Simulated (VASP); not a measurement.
A run of VASP 6.6.1 is set up as follows.

File INCAR:

```
SYSTEM = InP
PREC = Accurate ; ENCUT = 520
EDIFF = 1E-6 ; ISMEAR = 0
SIGMA = 0.01 ; LREAL = .FALSE.
LASPH = .TRUE. ; NELM = 100
ALGO = Normal ; ISIF = 2
LWAVE = .FALSE. ; LCHARG = .TRUE.
GGA = PE ; LELF = .TRUE.
LVHAR = .TRUE. ; NBANDS = 16
```

Contents of KPOINTS:

```
regular mesh
0
G
  10 10 10
  0 0 0
```

Contents of POSCAR:

```
InP
1.0
    0.0000000000      2.8771249757      2.8771249757
    2.8771249757      0.0000000000      2.8771249757
    2.8771249757      2.8771249757      0.0000000000
In P
1 1
Direct
    0.0000000000      0.0000000000      0.0000000000
    0.7500000000      0.7500000000      0.7500000000
```

Potentials or basis: VASP PAW PBE potentials, release 64 (In_d, P).

Run with:

```bash
$ cat potpaw_PBE.64/In_d/POTCAR potpaw_PBE.64/P/POTCAR > POTCAR
$ mpirun -np 1 vasp_std > vasp.out
```

Problem. Estimate the pressure.

Solution. 7.9 GPa.

Problem. Estimate the band gap on the k mesh.

Solution. 1.01 eV, direct.

Caveat: spin-orbit coupling is left out, which moves the levels of the heavy elements.
